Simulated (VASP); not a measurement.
Wanted: the native input for a VASP 6.6.1 run.

| Quantity | Value |
| --- | --- |
| Task | single point |
| Functional | PBEsol |
| Potentials or basis | VASP PAW PBE potentials, release 64 (Al, N) |
| Cutoff | 600 eV |
| k mesh | 6 × 6 × 6 |
| Occupations | gaussian, width 0.01 eV |
| Spin | no spin polarisation |
| Dipole correction | no |
| Further INCAR settings | ALGO = Normal; EDIFF = 1e-06; NBANDS = 11 |

The structure of AlN lies in POSCAR:

```
AlN
1.0
   -0.0169435159      2.1752747626      2.1752747626
    2.1752747626     -0.0169435159      2.1752747626
    2.1752747626      2.1752747626     -0.0169435159
Al N
1 1
Direct
   -0.0005783994     -0.0005783994     -0.0005783994
    0.2505783994      0.2505783994      0.2505783994
```

One way to write it, as run:

INCAR

```
PREC = Accurate ; ENCUT = 600
EDIFF = 1E-6 ; ISMEAR = 0
SIGMA = 0.01 ; LREAL = F
LASPH = T ; NELM = 120
ALGO = Normal ; ISIF = 2
LWAVE = F ; LCHARG = T
GGA = PS ; LELF = T
LVHAR = T ; NBANDS = 11
GGA_COMPAT = F
```

KPOINTS

```
Automatic mesh
0
Gamma
  6 6 6
```

Potentials or basis: VASP PAW PBE potentials, release 64 (Al, N).

The run is started by

```bash
$ cat potpaw_PBE.64/Al/POTCAR potpaw_PBE.64/N/POTCAR > POTCAR
$ mpirun -np 1 vasp_std > vasp.out
```

It gave:

```yaml
Pressure: 1.3 GPa
Band_gap_on_the_k_mesh: 3.11 eV (least direct gap 4.06 eV)
```

Caveat: the PAW data sets were made with another functional, which shifts forces and pressure a little.

Run time: 21 s on 1 thread of Intel Xeon 8259CL, on a shared host, peak memory 0.15 GiB.
